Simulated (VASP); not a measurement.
Input of a VASP 6.6.1 run:

File INCAR:

```
PREC = Accurate
ENCUT = 520
EDIFF = 1E-7
ISMEAR = -1
SIGMA = 0.05
LREAL = F
LASPH = T
NELM = 80
ALGO = Normal
ISIF = 2
LWAVE = F
LCHARG = F
GGA = PE
NBANDS = 11
```

Contents of KPOINTS:

```
regular mesh
0
Gamma
  7 7 7
```

Contents of POSCAR:

```
BP
1.0
    0.0000000000      2.2690000000      2.2009300000
    2.2690000000      0.0000000000      2.2009300000
    2.2690000000      2.2690000000      0.0000000000
B P
1 1
Direct
    0.0000000000      0.0000000000      0.0000000000
    0.2500000000      0.2500000000      0.2500000000
```

Potentials or basis: VASP PAW PBE potentials, release 64 (B, P).

Command:

```bash
$ cat potpaw_PBE.64/B/POTCAR potpaw_PBE.64/P/POTCAR > POTCAR
$ mpirun -np 1 vasp_std > vasp.out
```

Q: Estimate the pressure.

A: 6.3 GPa.

Q: Estimate the band gap on the k mesh.

A: 0.74 eV, indirect (least direct gap 3.14 eV).

Stress tensor (GPa, compression positive):
```
 3.61  0.00  0.00
 0.00  3.61  0.00
 0.00  0.00 11.58
```

A k mesh can miss the band edges. PBE gaps usually lie below the measured ones, often by a third to a half.
